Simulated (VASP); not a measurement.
Tl2Hg:

```
Tl Hg
1.0
     0.00000    4.37911    4.37911
     4.37911    0.00000    4.37911
     4.37911    4.37911    0.00000
Tl Hg
4 2
Direct
  0.62500 0.62500 0.62500
  0.12500 0.62500 0.62500
  0.62500 0.62500 0.12500
  0.62500 0.12500 0.62500
  0.00000 0.00000 0.00000
  0.25000 0.25000 0.25000
```

- Program: VASP 6.6.1
- Task: relaxation of cell and atoms
- Functional: PBE
- Potentials or basis: VASP PAW PBE potentials, release 64 (Tl_d, Hg)
- Cutoff: 600 eV
- k mesh: 4 × 4 × 4
- Occupations: gaussian, width 0.1 eV
- Spin: no spin polarisation

At the start: pressure 5.5 GPa; volume 27.99 Å³/atom.

Problem. How do energy, volume and symmetry change on relaxing?

Solution. Over 3 steps the energy falls by 72.4 meV/atom and the volume is 33.31 Å³/atom (+19.0 %); space group Fd-3m (No. 227, to 0.1 Å) before and after.

The path:
```
step  energy change (eV)  largest force (eV/Å)  pressure (GPa)  volume (Å³)
   1              0.0000                0.0000            5.47       167.95
   2             -0.4207                0.0000            0.72       192.25
   3             -0.4346                0.0000           -0.09       199.84
```

Final structure:
```
Tl Hg
1.0
     0.00000    4.64035    4.64035
     4.64035    0.00000    4.64035
     4.64035    4.64035    0.00000
Tl Hg
4 2
Direct
  0.62500 0.62500 0.62500
  0.12500 0.62500 0.62500
  0.62500 0.62500 0.12500
  0.62500 0.12500 0.62500
  0.00000 0.00000 0.00000
  0.25000 0.25000 0.25000
```

Caveat: the volume moved by over 15 % at a fixed basis, so the end points are rough.
